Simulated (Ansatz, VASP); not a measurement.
Two plane-wave programs on TiO2

```
Ti O
1.0
     4.49865    0.00000    0.00000
     0.00000    4.49865    0.00000
     0.00000    0.00000    2.98935
Ti O
2 4
Direct
  0.00000 0.00000 0.00000
  0.50000 0.50000 0.50000
  0.30510 0.30510 0.00000
  0.19490 0.80510 0.50000
  0.69490 0.69490 0.00000
  0.80510 0.19490 0.50000
```

Alike in both runs: task single point; functional PBE; k mesh 8 × 8 × 10; occupations gaussian, width 0.05 eV; no spin polarisation.

```csv
,VASP,Ansatz
version,VASP 6.6.1,Ansatz 0.2.0
potentials or method,"VASP PAW PBE potentials, release 64 (Ti_sv, O), cutoff 520 eV","scalar-relativistic, plane waves, PAW"
valence electrons in the cell,48,48
```

Ansatz gave:

```
gap on the k mesh at the Fermi level (eV)                     : 1.94
least direct gap on the mesh (eV)                             : 1.94
pressure (GPa)                                                : 12.2
traceless stress, the component that is largest in VASP (GPa) : -4.95
rms of the force components (eV/Å)                            : 0.097
```

**Question.** What did VASP give for the same quantities?

**Answer.** gap on the k mesh at the Fermi level (eV): 1.90; least direct gap on the mesh (eV): 1.90; pressure (GPa): 13.0; traceless stress, the component that is largest in VASP (GPa): -4.76; rms of the force components (eV/Å): 0.105.

Atom by atom the forces differ by 0.007 eV/Å (rms over components). The functional is the same, so the differences come from potentials, cutoffs and numerics.
